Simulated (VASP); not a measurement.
Input of a VASP 6.6.1 run:

Contents of POSCAR:

```
La
1.0
    3.7700000000      0.0000000000      0.0000000000
   -1.8850000000      3.2649157723      0.0000000000
    0.0000000000      0.0000000000     12.1590000000
La
4
Direct
    0.0000000000      0.0000000000      0.0000000000
    0.0000000000      0.0000000000      0.5000000000
    0.3333333333      0.6666666667      0.7500000000
    0.6666666667      0.3333333333      0.2500000000
```

INCAR.step1

```
SYSTEM = La
PREC = Accurate
ENCUT = 600
ISMEAR = 1
SIGMA = 0.05
LREAL = .FALSE.
LASPH = .TRUE.
NELM = 100
GGA = PE
ALGO = Normal
EDIFF = 1E-4
LWAVE = .TRUE.
LCHARG = .FALSE.
```

The input INCAR.step2:

```
SYSTEM = La
PREC = Accurate
ENCUT = 600
EDIFF = 1E-6
ISMEAR = 1
SIGMA = 0.05
LREAL = .FALSE.
LASPH = .TRUE.
NELM = 100
ALGO = Normal
ISIF = 3
LWAVE = .FALSE.
LCHARG = .FALSE.
METAGGA = R2SCAN
LMIXTAU = .TRUE.
IBRION = 2
NSW = 80
EDIFFG = -0.02
ISTART = 1
```

The input KPOINTS:

```
regular mesh
0
G
  6 6 2
  0 0 0
```

Potentials or basis: VASP PAW PBE potentials, release 64 (La).

The run is started by

```console
$ cat potpaw_PBE.64/La/POTCAR > POTCAR
$ cp INCAR.step1 INCAR
$ mpirun -np 1 vasp_std > vasp.out
$ cp INCAR.step2 INCAR
$ mpirun -np 1 vasp_std > vasp.out
```

Question: What does it give for the band gap on the k mesh?

Answer: Zero (bands 22 and 23 overlap by 1.16 eV).

Question: What does it give for the relaxed volume?

Answer: 37.62 Å³/atom.

Question: Estimate the relaxed cell.

Answer: a = 3.781 Å, b = 3.781 Å, c = 12.153 Å, α = 90.00°, β = 90.00°, γ = 120.00°.

Step by step:
| step | energy change (eV) | largest force (eV/Å) | pressure (GPa) | volume (Å³) |
| --- | --- | --- | --- | --- |
| 1 | 0.0000 | 0.0000 | 0.16 | 149.66 |
| 2 | -0.0009 | 0.0000 | 0.00 | 150.49 |

Caveat: the PAW data sets were made with another functional, which shifts forces and pressure a little; spin-orbit coupling is left out, which moves the levels of the heavy elements. Zero-point motion and thermal expansion aren't in these numbers.
